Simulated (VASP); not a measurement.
# Rh: single point with PBEsol+D3(BJ)

Rh:

```xyz
1
Lattice="0.0000 1.8760 1.8760 1.8760 0.0000 1.8760 1.8760 1.8760 0.0000" Properties=species:S:1:pos:R:3 pbc="T T T"
Rh    0.0000    0.0000    0.0000
```

* Program: VASP 6.6.1
* Task: single point
* Functional: PBEsol
* Dispersion: D3(BJ)
* Potentials or basis: VASP PAW PBE potentials, release 64 (Rh_pv)
* Cutoff: 500 eV
* k mesh: 8 × 8 × 8
* Occupations: fermi-dirac, width 0.1 eV
* Spin: no spin polarisation
* Dipole correction: no
* Further INCAR settings: ALGO = Normal; EDIFF = 1e-06; NBANDS = 14

```yaml
Pressure: 0.6 GPa
Dispersion_energy_per_atom: -0.633 eV
```

Levels at points of the mesh, in eV from the Fermi level:
| k point | band 4 | band 5 | band 6 | band 7 | band 8 | band 9 | band 10 | band 11 |
| --- | --- | --- | --- | --- | --- | --- | --- | --- |
| (0.00, 0.00, 0.00) | -8.41 | -3.33 | -3.33 | -3.33 | -1.07 | -1.07 | 15.83 | 20.28 |
| (0.50, 0.00, 0.00) | -6.55 | -3.40 | -3.40 | 0.56 | 0.60 | 0.60 | 8.98 | 15.36 |
| (0.50, 0.50, 0.00) | -6.78 | -6.39 | 0.59 | 1.05 | 1.05 | 3.18 | 12.72 | 13.42 |

It took 4.5 s on 1 thread of AMD EPYC 7R13 Processor (Zen 3), with other jobs on the host, peak memory 0.1 GiB.

Caveat: the k points lie up to 0.36 Å⁻¹ apart; the PAW data sets were made with another functional, which shifts forces and pressure a little; pairwise dispersion overbinds metals, which lowers pressure and volume.
